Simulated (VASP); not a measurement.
Sn: single point with PBEsol

Sn:

```
Sn
1.0
     4.62558    0.00000    0.00000
     0.00000    4.62558    0.00000
     2.31279    2.31279    3.27078
Sn
2
Direct
  0.50000 0.50000 0.00000
  0.75000 0.25000 0.50000
```

This isn't the form of Sn at room conditions, which is tetragonal (white tin).

```
Program             : VASP 6.6.1
Task                : single point
Functional          : PBEsol
Potentials or basis : VASP PAW PBE potentials, release 64 (Sn_d)
Cutoff              : 520 eV
k mesh              : 8 × 8 × 11
Occupations         : gaussian, width 0.1 eV
Spin                : no spin polarisation
```

| Item | Value |
| --- | --- |
| Pressure | -0.1 GPa |
| Band gap on the k mesh | zero (bands 14 and 15 overlap by 0.19 eV) |

Levels at points of the mesh, in eV from the Fermi level:
| k point | band 12 | band 13 | band 14 | band 15 | band 16 | band 17 |
| --- | --- | --- | --- | --- | --- | --- |
| (0.00, 0.00, 0.00) | -0.82 | 0.12 | 0.12 | 0.12 | 2.18 | 2.18 |
| (0.50, 0.00, 0.00) | -6.20 | -1.05 | -1.05 | -0.07 | 3.24 | 3.24 |
| (0.00, 0.50, 0.00) | -6.20 | -1.05 | -1.05 | -0.07 | 3.24 | 3.24 |
| (0.50, 0.50, 0.00) | -7.42 | -2.36 | -2.36 | 0.82 | 0.82 | 7.59 |

Run time: 16 min on 1 thread of Intel Xeon 8259CL, on a shared host, peak memory 0.52 GiB.

Caveat: the PAW data sets were made with another functional, which shifts forces and pressure a little; spin-orbit coupling is left out, which moves the levels of the heavy elements.
